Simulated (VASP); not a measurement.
Set up this calculation in VASP 6.6.1, as the native input.

- Task: single point
- Functional: PBE
- Dispersion: D3(BJ)
- Potentials or basis: VASP PAW PBE potentials, release 64 (Cl)
- Cutoff: 400 eV
- k mesh: 1 × 1 × 1
- Occupations: fermi-dirac, width 0.02 eV
- Spin: no spin polarisation
- Dipole correction: no
- Further INCAR settings: ALGO = Normal; EDIFF = 1e-06; NBANDS = 70

The structure of Cl lies in POSCAR:

```
Cl
1.0
    8.7065880000      0.0000000000      0.0000000000
    0.0000000000      8.7065880000      0.0000000000
    0.0000000000      0.0000000000      8.7065880000
Cl
16
Direct
    0.3947470582     -0.0626307343      0.3814467849
    0.4043489826      0.1632212297      0.3767606782
    0.8615659774      0.8188167397      0.9192119806
    0.8627604752      0.6993669621      0.7097728754
   -0.0022971111      0.5454030902      0.3717529760
   -0.0737717232      0.6424330633      0.1619922753
    0.0250844533      0.2135624196      0.6462577533
    0.0478717955      0.2651325640      0.8815163874
    0.3934951327      0.5877618190      0.7797084231
    0.4656129359      0.5778497846      1.0006215983
   -0.0179519233      0.0081088022      0.3860065504
   -0.0434843133      0.0500885077      0.1580757008
    0.5831101690      0.1997338108      0.7463543698
    0.3895211304      0.2009512797      0.8648967885
    0.3934147338      0.5401886480      0.3894522171
    0.6219428323      0.5812839657      0.4605133492
```

One way to write it, as run:

INCAR

```
ALGO = Normal ; EDIFF = 1E-6
ENCUT = 400 ; GGA = PE
GGA_COMPAT = F ; ISIF = 2
ISMEAR = -1 ; IVDW = 12
LASPH = T ; LCHARG = F
LREAL = F ; LWAVE = F
NBANDS = 70 ; NELM = 120
PREC = Accurate ; SIGMA = 0.02
```

KPOINTS

```
k-points
0
Gamma
  1 1 1
```

Potentials or basis: VASP PAW PBE potentials, release 64 (Cl).

Run with:

```bash
$ cat potpaw_PBE.64/Cl/POTCAR > POTCAR
$ mpirun -np 1 vasp_gam > vasp.out
```

Results of the run:

```
Pressure                   : -1.2 GPa
Largest force              : 1.175 eV/Å
Dispersion energy per atom : -0.097 eV
```

Caveat: the k points lie up to 0.72 Å⁻¹ apart.

Run time: 100 s on 1 thread of Intel Xeon 8259CL (shared host), peak memory 0.48 GiB.
